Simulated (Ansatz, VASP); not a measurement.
## Co: VASP beside Ansatz

The input INCAR:

```
PREC = Accurate
ENCUT = 690
EDIFF = 1E-6
ISMEAR = 0
SIGMA = 0.1
LREAL = F
LASPH = T
NELM = 200
ALGO = Normal
ISIF = 2
LWAVE = F
LCHARG = F
ISPIN = 2
MAGMOM = 3 3 3 3 3 3
LORBIT = 11
LMAXMIX = 4
GGA = PS
NBANDS = 64
GGA_COMPAT = F
```

File KPOINTS:

```
regular mesh
0
Gamma
  6 6 6
```

File POSCAR:

```
Co
1.0
    0.0000000000      3.2173717600      3.2173717600
    3.2173717600      0.0000000000      3.2173717600
    3.2173717600      3.2173717600      0.0000000000
Co
6
Direct
    0.2500000000      0.2500000000      0.2500000000
    0.0000000000      0.0000000000      0.0000000000
    0.6250000000      0.6250000000      0.1250000000
    0.6250000000      0.1250000000      0.6250000000
    0.1250000000      0.6250000000      0.6250000000
    0.6250000000      0.6250000000      0.6250000000
```

Input for Ansatz:

```yaml
crystal:
  lattice:
    - [0.0, 3.21737176, 3.21737176]
    - [3.21737176, 0.0, 3.21737176]
    - [3.21737176, 3.21737176, 0.0]
  atoms:
    - { symbol: Co, position: [0.25, 0.25, 0.25], spin: 3.0 }
    - { symbol: Co, position: [0.0, 0.0, 0.0], spin: 3.0 }
    - { symbol: Co, position: [0.625, 0.625, 0.125], spin: 3.0 }
    - { symbol: Co, position: [0.625, 0.125, 0.625], spin: 3.0 }
    - { symbol: Co, position: [0.125, 0.625, 0.625], spin: 3.0 }
    - { symbol: Co, position: [0.625, 0.625, 0.625], spin: 3.0 }
basis:
  ecutwfc: 420
kpoints:
  mp_grid: { grid: [6, 6, 6] }
hamiltonian:
  xc: pbesol
scf:
  occupations: { method: gaussian, width: 0.1 }
  lower_state_search: "off"
output:
  forces: true
  stress: true
  eigenvalues: true
  populations: true
magnetization:
  spin_polarized: true
```

Alike in both runs: task single point; functional PBEsol; k mesh 6 × 6 × 6; occupations gaussian, width 0.1 eV; collinear spin.

|  | VASP | Ansatz |
| --- | --- | --- |
| version | VASP 6.6.1 | Ansatz 0.2.0 |
| potentials or method | VASP PAW PBE potentials, release 64 (Co_sv), cutoff 690 eV | scalar-relativistic, plane waves, PAW |
| valence electrons in the cell | 102 | 102 |

VASP gave:

- gap on the k mesh at the Fermi level (eV): none
- pressure (GPa): -3.5
- net moment per atom (μB): 1.69
- size of the moment on the site where the two differ most (μB): 1.78

Question: Which values does Ansatz return?

Answer: gap on the k mesh at the Fermi level (eV): none; pressure (GPa): -2.3; net moment per atom (μB): 1.70; size of the moment on the site where the two differ most (μB): 1.80.

VASP's potentials were made for PBE, not for PBEsol. Site moments also hang on the region over which each program counts them. A gap of «none» marks a metal or a gap that the smearing closes.
